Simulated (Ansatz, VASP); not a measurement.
## MgS: VASP beside Ansatz

File POSCAR:

```
MgS
1.0
   -0.0865438300      2.5149741070      2.5149741070
    2.5149741070     -0.0865438300      2.5149741070
    2.5149741070      2.5149741070     -0.0865438300
Mg S
1 1
Direct
    0.0000000000      0.0000000000      0.0000000000
    0.5000000000      0.5000000000      0.5000000000
```

The input INCAR.step1:

```
PREC = Accurate ; ENCUT = 520
ISMEAR = 0 ; SIGMA = 0.01
LREAL = False ; LASPH = True
NELM = 80 ; NBANDS = 11
GGA = PE ; ALGO = Normal
EDIFF = 1E-4 ; LWAVE = True
LCHARG = False
```

Contents of INCAR.step2:

```
PREC = Accurate ; ENCUT = 520
EDIFF = 1E-6 ; ISMEAR = 0
SIGMA = 0.01 ; LREAL = False
LASPH = True ; NELM = 80
ALGO = Normal ; ISIF = 2
LWAVE = False ; LCHARG = False
METAGGA = R2SCAN ; LMIXTAU = True
NBANDS = 11 ; ISTART = 1
```

File KPOINTS:

```
Automatic mesh
0
Gamma
  8 8 8
```

Input for Ansatz:

```yaml
crystal:
  lattice:
    - [-0.08654383, 2.514974107, 2.514974107]
    - [2.514974107, -0.08654383, 2.514974107]
    - [2.514974107, 2.514974107, -0.08654383]
  atoms:
    - { symbol: Mg, position: [0.0, 0.0, 0.0] }
    - { symbol: S, position: [0.5, 0.5, 0.5] }
kpoints:
  mp_grid: { grid: [8, 8, 8] }
  band_path:
    path:
      - [0.0, 0.0, 0.0]
      - [0.5, 0.0, 0.5]
      - [0.625, 0.25, 0.625]
      - [0.375, 0.375, 0.75]
      - [0.5, 0.5, 0.5]
      - [0.5, 0.25, 0.75]
    npoints: 1
hamiltonian:
  xc: r2scan
scf:
  occupations: { method: fixed }
  n_extra_bands: 4
output:
  forces: true
  stress: true
  eigenvalues: true
```

Change from the starting cell: shear_111 strain -5.0%.

Alike in both runs: task single point; functional r2SCAN; k mesh 8 × 8 × 8; no spin polarisation.

|  | VASP | Ansatz |
| --- | --- | --- |
| version | VASP 6.6.1 | Ansatz 0.2.0 |
| potentials or method | VASP PAW PBE potentials, release 64 (Mg, S) | plane waves, PAW |
| plane-wave cutoff (eV) | 520 | 500 |
| occupations | gaussian, width 0.01 eV | fixed |
| valence electrons in the cell | 8 | 16 |

Ansatz gave:

| Item | Value |
| --- | --- |
| gap on the k mesh at the Fermi level (eV) | 3.18 |
| pressure (GPa) | 4.5 |
| traceless stress, the component that is largest in VASP (GPa) | 2.04 |

Task: Which values does VASP return?

Result: gap on the k mesh at the Fermi level (eV): 3.16; pressure (GPa): 4.1; traceless stress, the component that is largest in VASP (GPa): 2.05.

VASP's potentials were made for PBE, not for r2SCAN. VASP's potentials hold 8 valence electrons a cell and Ansatz's 16, so a difference there can come from the potentials and not from the codes.
